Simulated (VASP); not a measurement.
## Na2AgSbF6: relaxation of cell and atoms with PBE

Crystal: Na2AgSbF6.

```xyz
10
Lattice="0.0000 4.5713 4.5713 4.5713 0.0000 4.5713 4.5713 4.5713 0.0000" Properties=species:S:1:pos:R:3 pbc="T T T"
Na    6.8570    6.8570    6.8570
Na    2.2857    2.2857    2.2857
Ag    4.5713    4.5713    4.5713
Sb    0.0000    0.0000    0.0000
F     2.1745    4.5713    4.5713
F     4.5713    4.5713    2.1745
F     4.5713    4.5713    6.9681
F     4.5713    2.1745    4.5713
F     4.5713    6.9681    4.5713
F     6.9681    4.5713    4.5713
```

```
Program                : VASP 6.6.1
Task                   : relaxation of cell and atoms
Functional             : PBE
Potentials or basis    : VASP PAW PBE potentials, release 64 (Na_pv, Ag, Sb, F)
Cutoff                 : 600 eV
k mesh                 : 3 × 3 × 3
Occupations            : gaussian, width 0.01 eV
Spin                   : no spin polarisation
Target pressure        : -2 GPa
Dipole correction      : no
Further INCAR settings : ALGO = Normal; EDIFF = 1e-07; IBRION = 2; EDIFFG = -0.05; NSW = 80; ISIF = 3
```

```
Relaxed volume                                             : 20.09 Å³/atom
Relaxed cell                                               : a = 6.574 Å, b = 6.574 Å, c = 6.574 Å, α = 60.00°, β = 60.00°, γ = 60.00°
Space group after relaxing (to 0.1 Å)                      : Fm-3m (No. 225)
Energy change on relaxing (the run minimises the enthalpy) : +7.3 meV/atom
Ionic steps                                                : 5
Pressure after relaxing                                    : -2.0 GPa
Band gap on the k mesh                                     : 2.19 eV (least direct gap 2.60 eV)
```

Step by step:
```csv
step,energy change (eV),largest force (eV/Å),pressure (GPa),volume (Å³)
1,0.0000,0.0179,-0.31,191.05
2,0.0342,0.1313,-1.59,196.70
3,0.0556,0.1785,-1.97,198.60
4,0.0614,0.0924,-1.97,199.66
5,0.0732,0.0016,-1.96,200.85
```

Final structure:
```cif
data_structure
_symmetry_space_group_name_H-M 'P 1'
_symmetry_Int_Tables_number 1
_cell_length_a 6.5735
_cell_length_b 6.5735
_cell_length_c 6.5735
_cell_angle_alpha 60.000
_cell_angle_beta 60.000
_cell_angle_gamma 60.000
_cell_volume 200.85
loop_
_atom_site_label
_atom_site_type_symbol
_atom_site_fract_x
_atom_site_fract_y
_atom_site_fract_z
_atom_site_occupancy
Na1 Na 0.75000 0.75000 0.75000 1
Na2 Na 0.25000 0.25000 0.25000 1
Ag1 Ag 0.50000 0.50000 0.50000 1
Sb1 Sb 0.00000 0.00000 0.00000 1
F1 F 0.76409 0.23591 0.23591 1
F2 F 0.23591 0.23591 0.76409 1
F3 F 0.76409 0.76409 0.23591 1
F4 F 0.23591 0.76409 0.23591 1
F5 F 0.76409 0.23591 0.76409 1
F6 F 0.23591 0.76409 0.76409 1
```

Levels at points of the mesh, in eV from the valence-band top:
```tsv
k point	band 32	band 33	band 34	band 35	band 36	band 37	band 38	band 39	band 40	band 41
(0.00, 0.00, 0.00)	-1.54	-1.54	-1.54	-0.81	-0.81	2.38	4.07	4.07	4.07	4.75
```

Run time: 3.1 min on 1 thread of AMD EPYC 9R45 96-Core Processor (Zen 5), on a shared host, peak memory 0.41 GiB.

Caveat: the cell is relaxed towards a set pressure, so the run minimises the enthalpy, not the energy; spin-orbit coupling is left out, which moves the levels of the heavy elements; an odd mesh through Γ misses points on the zone boundary, where band edges can lie.
